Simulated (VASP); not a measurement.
# TiAl: single point with PBE

Crystal: TiAl.

```xyz
2
Lattice="2.8216 0.0000 0.0000 0.0000 2.8216 0.0000 0.0000 0.0000 4.0775" Properties=species:S:1:pos:R:3 pbc="T T T"
Ti    1.4108    1.4108    2.0388
Al    0.0000    0.0000    0.0000
```

| Property | Result |
| --- | --- |
| Program | VASP 6.6.1 |
| Task | single point |
| Functional | PBE |
| Potentials or basis | VASP PAW PBE potentials, release 64 (Ti_sv, Al) |
| Cutoff | 520 eV |
| k mesh | 14 × 14 × 10 |
| Occupations | gaussian, width 0.1 eV |
| Spin | no spin polarisation |
| Dipole correction | no |
| Further INCAR settings | ALGO = Fast; EDIFF = 1e-06; NBANDS = 14 |

```json
{"Pressure": "0.0 GPa", "Band gap on the k mesh": "zero (an odd number of electrons rules out a gap without spin polarisation)"}
```

Levels at points of the mesh, in eV from the Fermi level:
```csv
k point,band 4,band 5,band 6,band 7,band 8,band 9,band 10,band 11,band 12,band 13
"(0.00, 0.00, 0.00)",-32.59,-9.05,-1.88,-0.85,-0.40,2.15,2.15,3.30,6.12,8.38
"(0.50, 0.00, 0.00)",-32.55,-4.57,-4.53,-1.72,-0.26,1.74,2.50,4.40,5.06,5.29
"(0.50, 0.50, 0.00)",-32.93,-3.18,-0.47,-0.47,-0.41,-0.22,-0.22,4.19,4.93,5.96
"(0.00, 0.00, 0.50)",-32.59,-7.59,-5.28,-0.68,0.61,1.80,1.80,3.31,7.92,9.32
"(0.50, 0.00, 0.50)",-32.55,-4.92,-2.95,-1.21,-1.16,1.35,1.79,2.29,3.76,5.66
"(0.50, 0.50, 0.50)",-32.94,-2.51,-2.26,-2.26,1.76,2.11,2.70,4.17,4.17,4.97
```

Run time: 84 s on 1 thread of AMD EPYC 9R45 96-Core Processor (Zen 5), on a shared host, peak memory 0.19 GiB.
